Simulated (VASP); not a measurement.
# GaN (F-43m) in VASP: single point with PBE+D3(BJ)

Aim: the single point of GaN with PBE+D3(BJ).

All numbers are computed with VASP 6.6.1; they aren't measurements. Logs are shortened: lines on timing, memory, paths and dates and some standing lists are left out, and cuts for length are marked.

**1. The cell of the first run**

The structure is cubic, space group F-43m (No. 216). The conventional cell has a = 4.507 Å, b = 4.507 Å, c = 4.507 Å, α = 90.00°, β = 90.00°, γ = 90.00°. Within 2.6 Å of Ga (site symmetry -43m) lie 4 N at 1.95 Å. Within 2.6 Å of N (site symmetry -43m) lie 4 Ga at 1.95 Å.

**2. Single point, PBE+D3(BJ)**

Contents of INCAR:

```
PREC     = Accurate       # precision mode
ENCUT    = 600            # plane-wave cutoff, eV
EDIFF    = 1E-6           # SCF threshold, eV
ISMEAR   = 0              # smearing method
SIGMA    = 0.1            # smearing width, eV
LREAL    = False          # projectors in reciprocal space
LASPH    = True           # aspherical terms in the spheres
NELM     = 120            # most SCF steps
ALGO     = Normal         # electronic algorithm
ISIF     = 2              # what is computed and relaxed
LWAVE    = False          # write WAVECAR
LCHARG   = False          # write CHGCAR
GGA      = PE             # functional
IVDW     = 12             # dispersion correction
NBANDS   = 16             # bands
GGA_COMPAT= False
```

Contents of KPOINTS:

```
Automatic mesh
0
Gamma
  8 8 8
```

Contents of POSCAR:

```
GaN
1.0
    0.0000000000      2.2535006075      2.2535006075
    2.2535006075      0.0000000000      2.2535006075
    2.2535006075      2.2535006075      0.0000000000
Ga N
1 1
Direct
    0.0000000000      0.0000000000      0.0000000000
    0.7500000000      0.7500000000      0.7500000000
```

Potentials or basis: VASP PAW PBE potentials, release 64 (Ga_d, N).

Command:

```console
$ cat potpaw_PBE.64/Ga_d/POTCAR potpaw_PBE.64/N/POTCAR > POTCAR
$ mpirun -np 1 vasp_std > vasp.out
```

OUTCAR:

```text
PREC = Accurate
   ENCUT = 600
   EDIFF = 1E-6
   ISMEAR = 0
   LREAL = False
   LASPH = True
   NELM = 120
   ISIF = 2
   GGA = PE
   IVDW = 12
 IVDW          = 12

 ion  position               nearest neighbor table
   1  0.000  0.000  0.000-   2 1.95   2 1.95   2 1.95   2 1.95
   2  0.750  0.750  0.750-   1 1.95   1 1.95   1 1.95   1 1.95

  LATTYP: Found a face centered cubic cell.
 ALAT       =     4.5070012150

  Lattice vectors:

 A1 = (   0.0000000000,   2.2535006075,   2.2535006075)
 A2 = (   2.2535006075,   0.0000000000,   2.2535006075)
 A3 = (   2.2535006075,   2.2535006075,   0.0000000000)

Analysis of symmetry for initial positions (statically):
=====================================================================
 Subroutine PRICEL returns:
 Original cell was already a primitive cell.

 Routine SETGRP: Setting up the symmetry group for a
 face centered cubic supercell.

 Subroutine GETGRP returns: Found 24 space group operations
 (whereof 24 operations were pure point group operations)
 out of a pool of 48 trial point group operations.

The static configuration has the point symmetry T_d .

Analysis of symmetry for dynamics (positions and initial velocities):
=====================================================================
 Subroutine PRICEL returns:
 Original cell was already a primitive cell.

 Routine SETGRP: Setting up the symmetry group for a
 face centered cubic supercell.

 Subroutine GETGRP returns: Found 24 space group operations
 (whereof 24 operations were pure point group operations)
 out of a pool of 48 trial point group operations.

The dynamic configuration has the point symmetry T_d .

 Subroutine INISYM returns: Found 24 space group operations
 (whereof 24 operations are pure point group operations),
 and found     1 'primitive' translations

----------------------------------------------------------------------------------------

                                     Primitive cell

  volume of cell :      22.8877

  direct lattice vectors                    reciprocal lattice vectors
     0.000000000  2.253500607  2.253500607    -0.221877020  0.221877020  0.221877020
     2.253500607  0.000000000  2.253500607     0.221877020 -0.221877020  0.221877020
     2.253500607  2.253500607  0.000000000     0.221877020  0.221877020 -0.221877020

  length of vectors
     3.186931122  3.186931122  3.186931122     0.384302272  0.384302272  0.384302272

  position of ions in fractional coordinates (direct lattice)
     0.000000000  0.000000000  0.000000000
     0.750000000  0.750000000  0.750000000

  ion indices of the primitive-cell ions
   primitive index   ion index
                 1           1
                 2           2

----------------------------------------------------------------------------------------

 KPOINTS: Automatic mesh

Automatic generation of k-mesh.
 Grid dimensions read from file:
 generate k-points for:    8    8    8

 Generating k-lattice:

  Cartesian coordinates                     Fractional coordinates (reciprocal lattice)
    -0.027734628  0.027734628  0.027734628     0.125000000  0.000000000  0.000000000
     0.027734628 -0.027734628  0.027734628     0.000000000  0.125000000  0.000000000
     0.027734628  0.027734628 -0.027734628     0.000000000  0.000000000  0.125000000

  Length of vectors
     0.048037784  0.048037784  0.048037784

  Shift w.r.t. Gamma in fractional coordinates (k-lattice)
     0.000000000  0.000000000  0.000000000

 Subroutine IBZKPT returns following result:
 ===========================================

 Found     29 irreducible k-points:

 Following reciprocal coordinates:
            Coordinates               Weight
  0.000000  0.000000  0.000000      1.000000
  0.125000  0.000000  0.000000      8.000000
  0.250000  0.000000  0.000000      8.000000
  0.375000  0.000000  0.000000      8.000000
  0.500000  0.000000  0.000000      4.000000
  0.125000  0.125000  0.000000      6.000000
[... 16 lines left out ...]
  0.500000  0.250000  0.125000     48.000000
 -0.375000  0.250000  0.125000     24.000000
 [... further k-points ...]
   k-points           NKPTS =     29   k-points in BZ     NKDIM =     29   number of bands    NBANDS=     16
   number of dos      NEDOS =    301   number of ions     NIONS =      2
   total plane-waves  NPLWV =  21952
   dimension x,y,z NGX =    28 NGY =   28 NGZ =   28
   dimension x,y,z NGXF=    56 NGYF=   56 NGZF=   56
   ions per type =               1   1
   NGX,Y,Z   is equivalent  to a cutoff of  14.61, 14.61, 14.61 a.u.
   NGXF,Y,Z  is equivalent  to a cutoff of  29.21, 29.21, 29.21 a.u.
 SYSTEM =  unknown system
   PREC   = accura    normal or accurate (medium, high low for compatibility)
   ISTART =      0    job   : 0-new  1-cont  2-samecut
   ICHARG =      2    charge: 1-file 2-atom 10-const
   ISPIN  =      1    spin polarized calculation?
   LNONCOLLINEAR =      F non collinear calculations
   LSORBIT =      F    spin-orbit coupling
   LASPH  =      T    aspherical Exc in radial PAW
   ENCUT  =  600.0 eV  44.10 Ry    6.64 a.u.   6.37  6.37  6.37*2*pi/ulx,y,z
   NELM   =    120;   NELMIN=  2; NELMDL= -5     # of ELM steps
   EDIFF  = 0.1E-05   stopping-criterion for ELM
   LREAL  =      F    real-space projection
   EDIFFG = 0.1E-04   stopping-criterion for IOM
   NSW    =      0    number of steps for IOM
   IBRION =     -1    ionic relax: 0-MD 1-quasi-New 2-CG
   NFREE  =      0    steps in history (QN), initial steepest desc. (CG)
   ISIF   =      2    stress and relaxation
   ISYM   =      2    0-nonsym 1-usesym 2-fastsym
   POTIM  = 0.5000    time-step for ionic-motion
   TEBEG  =    0.0;   TEEND  =   0.0 temperature during run
   PSTRESS=    0.0 pullay stress
   NELECT =      18.0000    total number of electrons
   NUPDOWN=      -1.0000    fix difference up-down
   EMIN   =  10.00;   EMAX   =-10.00  energy-range for DOS
   EFERMI =   0.00;   METHOD = LEGACY
   ISMEAR =     0;   SIGMA  =   0.10  broadening in eV -4-tet -1-fermi 0-gaus
   EFERMI_NEDOS =   21; number of points for ismear=-14 and -15
   IALGO  =     38    algorithm
   IMIX   =      4    mixing-type and parameters
     AMIX     =   0.40;   BMIX     =  1.00
     AMIX_MAG =   1.60;   BMIX_MAG =  1.00
  volume/ion in A,a.u.               =      11.44        77.23
  Fermi-wavevector in a.u.,A,eV,Ry     =   1.511117  2.855596 31.068543  2.283473
  Thomas-Fermi vector in A             =   2.621216
   LORBIT       =      0    0 simple, 1 ext, 2 COOP (PROOUT), +10 PAW based schemes
   GGA     = PE    functional components
   LHFCALC =     F    Hartree Fock is set to
   AEXX    =    0.0000 exact exchange contribution
   IVDW    =    12    specifies the selected vdW correction
   LEPSILON=     F    determine dielectric tensor
   LRPA    =     F    only Hartree local field effects (RPA)
 non-spin polarized calculation
 Gauss-broadening in eV      SIGMA  =   0.10
  energy-cutoff  :      600.00
  volume of cell :       22.89
 maximum number of plane-waves:       778
 NGX is ok and might be reduce to    28
   NGX = 13   NGY = 13   NGZ = 13

 number of electron      18.0000005 magnetization

 Free energy of the ion-electron system (eV)
  ---------------------------------------------------
  ext. energy  EPLUGINS =         0.00000000
  ---------------------------------------------------
  free energy    TOTEN  =       -12.14419162 eV

  energy without entropy =      -12.14419162  energy(sigma->0) =      -12.14419162

 E-fermi :   5.7611     XC(G=0): -11.6669

 val. band max:        5.2817605614   @ k =   0.0000   0.0000   0.0000
 cond. band min:       7.0059689688   @ k =   0.0000   0.0000   0.0000
 fundamental gap:      1.7242084074
 Fermi energy:         5.7611141637

 k-point     1 :       0.0000    0.0000    0.0000
  band No.  band energies     occupation
      1     -10.6526      2.00000
      2      -8.1609      2.00000
      3      -8.1609      2.00000
      4      -8.1609      2.00000
      5      -7.8411      2.00000
      6      -7.8411      2.00000
[... 8 lines left out ...]
     15      24.1369      0.00000
     16      24.1369      0.00000

 k-point     2 :       0.1250    0.0000    0.0000
  band No.  band energies     occupation
      1     -10.4845      2.00000
      2      -8.1403      2.00000
      3      -8.1403      2.00000
      4      -8.0966      2.00000
      5      -7.8428      2.00000
      6      -7.8428      2.00000
[... 8 lines left out ...]
     15      22.5415      0.00000
     16      22.5721      0.00000

 k-point     3 :       0.2500    0.0000    0.0000
  band No.  band energies     occupation
      1     -10.1094      2.00000
      2      -8.0999      2.00000
      3      -8.0999      2.00000
      4      -7.8363      2.00000
      5      -7.8363      2.00000
      6      -7.7958      2.00000
[... 8 lines left out ...]
     15      22.1536      0.00000
     16      22.1536      0.00000

 k-point     4 :       0.3750    0.0000    0.0000
  band No.  band energies     occupation
      1      -9.8262      2.00000
      2      -8.0772      2.00000
      3      -8.0772      2.00000
      4      -7.8106      2.00000
      5      -7.8106      2.00000
      6      -7.1107      2.00000
[... 8 lines left out ...]
     15      23.5590      0.00000
     16      23.5590      0.00000

 k-point     5 :       0.5000    0.0000    0.0000
  band No.  band energies     occupation
      1      -9.7444      2.00000
      2      -8.0733      2.00000
      3      -8.0733      2.00000
      4      -7.7941      2.00000
      5      -7.7941      2.00000
      6      -6.5963      2.00000
[... 8 lines left out ...]
     15      24.9449      0.00000
     16      24.9449      0.00000

 k-point     6 :       0.1250    0.1250    0.0000
  band No.  band energies     occupation
      1     -10.4297      2.00000
      2      -8.1210      2.00000
      3      -8.1210      2.00000
      4      -8.1020      2.00000
      5      -7.8546      2.00000
      6      -7.8299      2.00000
[... 8 lines left out ...]
     15      24.9413      0.00000
     16      25.2243      0.00000
[... 267 lines left out ...]
 k-point    21 :       0.5000    0.5000    0.0000
  band No.  band energies     occupation
      1      -9.5732      2.00000
      2      -8.0760      2.00000
      3      -7.8572      2.00000
      4      -7.8572      2.00000
      5      -7.7643      2.00000
      6      -6.1728      2.00000
[... 8 lines left out ...]
     15      27.0511      0.00000
     16      29.8970      0.00000

 k-point    22 :       0.3750    0.2500    0.1250
  band No.  band energies     occupation
      1      -9.8774      2.00000
      2      -8.0567      2.00000
      3      -8.0375      2.00000
      4      -7.9220      2.00000
      5      -7.8130      2.00000
      6      -7.4380      2.00000
[... 8 lines left out ...]
     15      24.4093      0.00000
     16      26.6186      0.00000

 k-point    23 :       0.5000    0.2500    0.1250
  band No.  band energies     occupation
      1      -9.6986      2.00000
      2      -8.0511      2.00000
      3      -8.0064      2.00000
      4      -7.8879      2.00000
      5      -7.8065      2.00000
      6      -6.7412      2.00000
[... 8 lines left out ...]
     15      24.4987      0.00000
     16      26.4183      0.00000

 k-point    24 :      -0.3750    0.2500    0.1250
  band No.  band energies     occupation
      1      -9.6459      2.00000
      2      -8.0566      2.00000
      3      -7.9947      2.00000
      4      -7.8610      2.00000
      5      -7.8082      2.00000
      6      -6.2860      2.00000
[... 8 lines left out ...]
     15      24.0837      0.00000
     16      26.3560      0.00000

 [... further k-points ...]

------------------------ aborting loop because EDIFF is reached ----------------------------------------

 Edisp (eV)   -0.50821

 E8    (eV) :    -0.2062

  FORCE on cell =-STRESS in cart. coord.  units (eV):
  Direction    XX          YY          ZZ          XY          YZ          ZX
  --------------------------------------------------------------------------------------
  -------------------------------------------------------------------------------------
  Total       0.17826     0.17826     0.17826    -0.00000     0.00000     0.00000
  in kB      12.47843    12.47843    12.47843    -0.00000     0.00000     0.00000
  external pressure =       12.48 kB  Pullay stress =        0.00 kB

 VOLUME and BASIS-vectors are now :
 -----------------------------------------------------------------------------
  energy-cutoff  :      600.00
  volume of cell :       22.89
      direct lattice vectors                 reciprocal lattice vectors
     0.000000000  2.253500607  2.253500607    -0.221877020  0.221877020  0.221877020
     2.253500607  0.000000000  2.253500607     0.221877020 -0.221877020  0.221877020
     2.253500607  2.253500607  0.000000000     0.221877020  0.221877020 -0.221877020

 POSITION                                       TOTAL-FORCE (eV/Angst)
 -----------------------------------------------------------------------------------
      0.00000      0.00000      0.00000        -0.000000      0.000000      0.000000
      3.38025      3.38025      3.38025         0.000000     -0.000000     -0.000000
 -----------------------------------------------------------------------------------
    total drift:                               -0.000000     -0.000000     -0.000000

  FREE ENERGIE OF THE ION-ELECTRON SYSTEM (eV)
  ---------------------------------------------------
  free  energy   TOTEN  =       -12.6523988809 eV

  energy  without entropy=      -12.6523988809  energy(sigma->0) =      -12.65239888
```

It took 12 s on 1 thread of AMD EPYC 7R13 (Zen 3), shared host; peak memory 0.14 GiB.

What came out:

```
Free energy                : -12.6524 eV
Pressure                   : 1.2 GPa
Band gap on the k mesh     : 1.72 eV
Dispersion energy per atom : -0.254 eV
```
